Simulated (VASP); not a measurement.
InAs: single point with r2SCAN

InAs:

```
In As
1.0
     0.00000    3.08484    3.08484
     3.08484    0.00000    3.08484
     3.08484    3.08484    0.00000
In As
1 1
Direct
  0.00000 0.00000 0.00000
  0.25000 0.25000 0.25000
```

```json
{
  "Program": "VASP 6.6.1",
  "Task": "single point",
  "Functional": "r2SCAN",
  "Potentials or basis": "VASP PAW PBE potentials, release 64 (In_d, As)",
  "Cutoff": "520 eV",
  "k mesh": "6 × 6 × 6",
  "Occupations": "fermi-dirac, width 0.02 eV",
  "Spin": "no spin polarisation"
}
```

```
Pressure               : -1.5 GPa
Band gap on the k mesh : zero (filled and empty bands touch)
```

Levels at points of the mesh, in eV from the Fermi level:
| k point | band 7 | band 8 | band 9 | band 10 | band 11 | band 12 |
| --- | --- | --- | --- | --- | --- | --- |
| (0.00, 0.00, 0.00) | -0.10 | -0.01 | -0.01 | -0.01 | 4.22 | 4.22 |
| (0.50, 0.00, 0.00) | -5.59 | -0.94 | -0.94 | 1.16 | 4.99 | 4.99 |
| (0.50, 0.50, 0.00) | -5.70 | -2.21 | -2.21 | 1.90 | 2.31 | 9.41 |

Run time: 53 s on 1 thread of Intel(R) Xeon(R) Platinum 8259CL CPU @ 2.50GHz (Skylake/Cascade Lake) (shared host), peak memory 0.19 GiB.

Caveat: semilocal functionals underestimate gaps, so a narrow gap can read as zero; the PAW data sets were made with another functional, which shifts forces and pressure a little; spin-orbit coupling is left out, which moves the levels of the heavy elements.
